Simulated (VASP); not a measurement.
# In2O3 (R-3c) in VASP: single point with PBEsol

Aim: the single point of In2O3 with PBEsol.

Program: VASP 6.6.1. These are calculated values, not measurements. Logs are shortened: lines on timing, memory, paths and dates and some standing lists are left out, and cuts for length are marked.

## (1) The cell of the first run

The structure is trigonal, space group R-3c (No. 167). Conventional cell: a = 5.512 Å, b = 5.512 Å, c = 14.537 Å, α = 90.00°, β = 90.00°, γ = 120.00°. In (site symmetry 3) has 6 O at 2.13 to 2.26 Å within 2.8 Å. O (site symmetry 2) has 4 In at 2.13 to 2.26 Å and 8 O at 2.82 to 3.11 Å within 3.2 Å.

## (2) Single point, PBEsol

INCAR

```
SYSTEM = In2O3
PREC = Accurate ; ENCUT = 520
EDIFF = 1E-7 ; ISMEAR = 0
SIGMA = 0.02 ; LREAL = .False.
LASPH = .True. ; NELM = 80
ALGO = Normal ; ISIF = 2
LWAVE = .False. ; LCHARG = .False.
GGA = PS ; NBANDS = 55
```

KPOINTS

```
regular mesh
0
Gamma
  6 6 6
  0 0 0
```

POSCAR

```
In2O3
1.0
    2.7562186578      1.5913035840      4.8456979816
   -2.7562186578      1.5913035840      4.8456979816
    0.0000000000     -3.1826071681      4.8456979816
In O
4 6
Direct
    0.6425528069      0.6425528069      0.6425528069
    0.8574471931      0.8574471931      0.8574471931
    0.3574471931      0.3574471931      0.3574471931
    0.1425528069      0.1425528069      0.1425528069
    0.0458555512      0.7500000000      0.4541444488
    0.7500000000      0.4541444488      0.0458555512
    0.4541444488      0.0458555512      0.7500000000
    0.9541444488      0.2500000000      0.5458555512
    0.5458555512      0.9541444488      0.2500000000
    0.2500000000      0.5458555512      0.9541444488
```

Potentials or basis: VASP PAW PBE potentials, release 64 (In_d, O).

Started as:

```bash
$ cat potpaw_PBE.64/In_d/POTCAR potpaw_PBE.64/O/POTCAR > POTCAR
$ mpirun -np 1 vasp_std > vasp.out
```

OUTCAR:

```text
SYSTEM = In2O3
   PREC = Accurate
   ENCUT = 520
   EDIFF = 1E-7
   ISMEAR = 0
   LREAL = .False.
   LASPH = .True.
   NELM = 80
   ISIF = 2
   GGA = PS

 ion  position               nearest neighbor table
   1  0.643  0.643  0.643-   8 2.13  10 2.13   9 2.13   5 2.26   7 2.26   6 2.26   2 3.12   3 3.26
                             3 3.26   3 3.26   2 3.62   2 3.62   2 3.62   4 4.00   4 4.00   4 4.00
   2  0.857  0.857  0.857-  10 2.13   8 2.13   9 2.13   6 2.26   7 2.26   5 2.26   1 3.12   4 3.26
                             4 3.26   4 3.26   1 3.62   1 3.62   1 3.62   3 4.00   3 4.00   3 4.00
   3  0.357  0.357  0.357-   5 2.13   6 2.13   7 2.13   8 2.26   9 2.26  10 2.26   4 3.12   1 3.26
                             1 3.26   1 3.26   4 3.62   4 3.62   4 3.62   2 4.00   2 4.00   2 4.00
   4  0.143  0.143  0.143-   6 2.13   5 2.13   7 2.13  10 2.26   9 2.26   8 2.26   3 3.12   2 3.26
                             2 3.26   2 3.26   3 3.62   3 3.62   3 3.62   1 4.00   1 4.00   1 4.00
   5  0.046  0.750  0.454-   3 2.13   4 2.13   1 2.26   2 2.26
   6  0.750  0.454  0.046-   4 2.13   3 2.13   2 2.26   1 2.26
   7  0.454  0.046  0.750-   3 2.13   4 2.13   1 2.26   2 2.26
   8  0.954  0.250  0.546-   1 2.13   2 2.13   3 2.26   4 2.26
   9  0.546  0.954  0.250-   1 2.13   2 2.13   3 2.26   4 2.26
  10  0.250  0.546  0.954-   2 2.13   1 2.13   4 2.26   3 2.26

  LATTYP: Found a trigonal (rhomboedric) cell.
 ALAT       =     5.7973940107
 COS(alpha) =     0.5479445628

  Lattice vectors:

 A1 = (   2.7562186578,   1.5913035840,   4.8456979816)
 A2 = (  -2.7562186578,   1.5913035840,   4.8456979816)
 A3 = (   0.0000000000,  -3.1826071681,   4.8456979816)

Analysis of symmetry for initial positions (statically):
=====================================================================
 Subroutine PRICEL returns:
 Original cell was already a primitive cell.

 Routine SETGRP: Setting up the symmetry group for a
 trigonal (rhombohedral) supercell.

 Subroutine GETGRP returns: Found 12 space group operations
 (whereof  6 operations were pure point group operations)
 out of a pool of 12 trial point group operations.

The static configuration has the point symmetry S_6 .
 The point group associated with its full space group is D_3d.

Analysis of symmetry for dynamics (positions and initial velocities):
=====================================================================
 Subroutine PRICEL returns:
 Original cell was already a primitive cell.

 Routine SETGRP: Setting up the symmetry group for a
 trigonal (rhombohedral) supercell.

 Subroutine GETGRP returns: Found 12 space group operations
 (whereof  6 operations were pure point group operations)
 out of a pool of 12 trial point group operations.

The dynamic configuration has the point symmetry S_6 .
 The point group associated with its full space group is D_3d.

 Subroutine INISYM returns: Found 12 space group operations
 (whereof  6 operations are pure point group operations),
 and found     1 'primitive' translations

----------------------------------------------------------------------------------------

                                     Primitive cell

  volume of cell :     127.5188

  direct lattice vectors                    reciprocal lattice vectors
     2.756218658  1.591303584  4.845697982     0.181407959  0.104735934  0.068789540
    -2.756218658  1.591303584  4.845697982    -0.181407959  0.104735934  0.068789540
     0.000000000 -3.182607168  4.845697982     0.000000000 -0.209471867  0.068789540

  length of vectors
     5.797394011  5.797394011  5.797394011     0.220477808  0.220477808  0.220477808

  position of ions in fractional coordinates (direct lattice)
     0.642552807  0.642552807  0.642552807
     0.857447193  0.857447193  0.857447193
     0.357447193  0.357447193  0.357447193
     0.142552807  0.142552807  0.142552807
     0.045855551  0.750000000  0.454144449
     0.750000000  0.454144449  0.045855551
     0.454144449  0.045855551  0.750000000
     0.954144449  0.250000000  0.545855551
     0.545855551  0.954144449  0.250000000
     0.250000000  0.545855551  0.954144449

  ion indices of the primitive-cell ions
   primitive index   ion index
                 1           1
                 2           2
                 3           3
                 4           4
                 5           5
                 6           6
                 7           7
                 8           8
                 9           9
                10          10

----------------------------------------------------------------------------------------

 KPOINTS: regular mesh

Automatic generation of k-mesh.
 Grid dimensions read from file:
 generate k-points for:    6    6    6

 Generating k-lattice:

  Cartesian coordinates                     Fractional coordinates (reciprocal lattice)
     0.030234660  0.017455989  0.011464923     0.166666667  0.000000000  0.000000000
    -0.030234660  0.017455989  0.011464923     0.000000000  0.166666667  0.000000000
     0.000000000 -0.034911978  0.011464923     0.000000000  0.000000000  0.166666667

  Length of vectors
     0.036746301  0.036746301  0.036746301

  Shift w.r.t. Gamma in fractional coordinates (k-lattice)
     0.000000000  0.000000000  0.000000000

 Subroutine IBZKPT returns following result:
 ===========================================

 Found     32 irreducible k-points:

 Following reciprocal coordinates:
            Coordinates               Weight
  0.000000  0.000000  0.000000      1.000000
  0.166667  0.000000 -0.000000      6.000000
  0.333333  0.000000 -0.000000      6.000000
  0.500000  0.000000 -0.000000      3.000000
  0.166667  0.166667 -0.000000      6.000000
  0.333333  0.166667 -0.000000     12.000000
[... 16 lines left out ...]
  0.500000  0.500000  0.166667      6.000000
 -0.333333  0.500000  0.166667     12.000000
 [... further k-points ...]
   k-points           NKPTS =     32   k-points in BZ     NKDIM =     32   number of bands    NBANDS=     55
   number of dos      NEDOS =    301   number of ions     NIONS =     10
   total plane-waves  NPLWV = 110592
   dimension x,y,z NGX =    48 NGY =   48 NGZ =   48
   dimension x,y,z NGXF=    96 NGYF=   96 NGZF=   96
   ions per type =               4   6
   NGX,Y,Z   is equivalent  to a cutoff of  13.76, 13.76, 13.76 a.u.
   NGXF,Y,Z  is equivalent  to a cutoff of  27.53, 27.53, 27.53 a.u.
 SYSTEM =  In2O3
   PREC   = accura    normal or accurate (medium, high low for compatibility)
   ISTART =      0    job   : 0-new  1-cont  2-samecut
   ICHARG =      2    charge: 1-file 2-atom 10-const
   ISPIN  =      1    spin polarized calculation?
   LNONCOLLINEAR =      F non collinear calculations
   LSORBIT =      F    spin-orbit coupling
   LASPH  =      T    aspherical Exc in radial PAW
   ENCUT  =  520.0 eV  38.22 Ry    6.18 a.u.  10.78 10.78 10.78*2*pi/ulx,y,z
   NELM   =     80;   NELMIN=  2; NELMDL= -5     # of ELM steps
   EDIFF  = 0.1E-06   stopping-criterion for ELM
   LREAL  =      F    real-space projection
   EDIFFG = 0.1E-05   stopping-criterion for IOM
   NSW    =      0    number of steps for IOM
   IBRION =     -1    ionic relax: 0-MD 1-quasi-New 2-CG
   NFREE  =      0    steps in history (QN), initial steepest desc. (CG)
   ISIF   =      2    stress and relaxation
   ISYM   =      2    0-nonsym 1-usesym 2-fastsym
   POTIM  = 0.5000    time-step for ionic-motion
   TEBEG  =    0.0;   TEEND  =   0.0 temperature during run
   PSTRESS=    0.0 pullay stress
   NELECT =      88.0000    total number of electrons
   NUPDOWN=      -1.0000    fix difference up-down
   EMIN   =  10.00;   EMAX   =-10.00  energy-range for DOS
   EFERMI =   0.00;   METHOD = LEGACY
   ISMEAR =     0;   SIGMA  =   0.02  broadening in eV -4-tet -1-fermi 0-gaus
   EFERMI_NEDOS =   21; number of points for ismear=-14 and -15
   IALGO  =     38    algorithm
   IMIX   =      4    mixing-type and parameters
     AMIX     =   0.40;   BMIX     =  1.00
     AMIX_MAG =   1.60;   BMIX_MAG =  1.00
  volume/ion in A,a.u.               =      12.75        86.05
  Fermi-wavevector in a.u.,A,eV,Ry     =   1.446697  2.733861 28.476077  2.092933
  Thomas-Fermi vector in A             =   2.564736
   LORBIT       =      0    0 simple, 1 ext, 2 COOP (PROOUT), +10 PAW based schemes
   GGA     = PS    functional components
   LHFCALC =     F    Hartree Fock is set to
   AEXX    =    0.0000 exact exchange contribution
   IVDW    =     0    specifies the selected vdW correction
   LEPSILON=     F    determine dielectric tensor
   LRPA    =     F    only Hartree local field effects (RPA)
 non-spin polarized calculation
 Gauss-broadening in eV      SIGMA  =   0.02
  energy-cutoff  :      520.00
  volume of cell :      127.52
 maximum number of plane-waves:      3452
 NGX is ok and might be reduce to    48
   NGX = 21   NGY = 21   NGZ = 21

 number of electron      88.0000015 magnetization

 Free energy of the ion-electron system (eV)
  ---------------------------------------------------
  ext. energy  EPLUGINS =         0.00000000
  ---------------------------------------------------
  free energy    TOTEN  =       -59.38985384 eV

  energy without entropy =      -59.38985384  energy(sigma->0) =      -59.38985384

 E-fermi :   5.4892     XC(G=0): -11.4509

 val. band max:        5.3500847992   @ k =   0.3333   0.0000  -0.0000
 cond. band min:       6.4585786605   @ k =   0.0000   0.0000   0.0000
 fundamental gap:      1.1084938613
 Fermi energy:         5.4892482609

 k-point     1 :       0.0000    0.0000    0.0000
  band No.  band energies     occupation
      1     -12.1893      2.00000
      2     -11.2794      2.00000
      3     -11.2794      2.00000
      4     -11.0691      2.00000
      5     -11.0691      2.00000
      6     -10.9829      2.00000
[... 47 lines left out ...]
     54      15.0377      0.00000
[... 1333 lines left out ...]
     54      15.7434      0.00000
     55      16.4260      0.00000

 [... further k-points ...]

------------------------ aborting loop because EDIFF is reached ----------------------------------------

  FORCE on cell =-STRESS in cart. coord.  units (eV):
  Direction    XX          YY          ZZ          XY          YZ          ZX
  --------------------------------------------------------------------------------------
  -------------------------------------------------------------------------------------
  Total        0.4319769      0.4319769      0.3084544      0.0000000     -0.0000000     -0.0000000
  in kB        5.4274623      5.4274623      3.8754953      0.0000000     -0.0000000     -0.0000000
  external PRESSURE =       4.9101400 kB  Pullay stress =       0.0000000 kB

 VOLUME and BASIS-vectors are now :
 -----------------------------------------------------------------------------
  energy-cutoff  :      520.00
  volume of cell :      127.52
      direct lattice vectors                 reciprocal lattice vectors
     2.756218658  1.591303584  4.845697982     0.181407959  0.104735934  0.068789540
    -2.756218658  1.591303584  4.845697982    -0.181407959  0.104735934  0.068789540
     0.000000000 -3.182607168  4.845697982     0.000000000 -0.209471867  0.068789540

 POSITION                                       TOTAL-FORCE (eV/Angst)
 -----------------------------------------------------------------------------------
      0.00000     -0.00000      9.34085        -0.000000     -0.000000      0.001988
      0.00000     -0.00000     12.46479        -0.000000      0.000000     -0.001988
      0.00000     -0.00000      5.19624        -0.000000      0.000000     -0.001988
      0.00000     -0.00000      2.07230        -0.000000     -0.000000      0.001988
     -1.94078     -0.17892      6.05712        -0.002398     -0.004154      0.000000
      0.81544      1.77022      6.05712        -0.002398      0.004154      0.000000
      1.12533     -1.59130      6.05712         0.004797      0.000000      0.000000
      1.94078      0.17892      8.47997         0.002398      0.004154      0.000000
     -1.12533      1.59130      8.47997        -0.004797      0.000000      0.000000
     -0.81544     -1.77022      8.47997         0.002398     -0.004154      0.000000
 -----------------------------------------------------------------------------------
    total drift:                               -0.000000     -0.000000      0.000000

  FREE ENERGIE OF THE ION-ELECTRON SYSTEM (eV)
  ---------------------------------------------------
  free  energy   TOTEN  =       -59.3898538411 eV

  energy  without entropy=      -59.3898538411  energy(sigma->0) =      -59.38985384
```

Run time: 5.4 min. Hardware: 1 thread of Intel Xeon Platinum 8259CL at 2.50GHz (Skylake/Cascade Lake), shared host; peak memory 0.39 GiB.

Results:

- Free energy: -59.3899 eV
- Pressure: 0.5 GPa
- Largest force: 0.005 eV/Å
- Band gap on the k mesh: 1.11 eV (least direct gap 1.16 eV)

Forces on the atoms (eV/Å):
```
In   0.000  0.000  0.002
In   0.000  0.000 -0.002
In   0.000  0.000 -0.002
In   0.000  0.000  0.002
O   -0.002 -0.004  0.000
O   -0.002  0.004  0.000
O    0.005  0.000  0.000
O    0.002  0.004  0.000
O   -0.005  0.000  0.000
O    0.002 -0.004  0.000
```

Stress tensor (GPa, compression positive):
```
0.54 0.00 0.00
0.00 0.54 0.00
0.00 0.00 0.39
```

Caveat: the PAW data sets were made with another functional, which shifts forces and pressure a little; spin-orbit coupling is left out, which moves the levels of the heavy elements. A k mesh can miss the band edges.
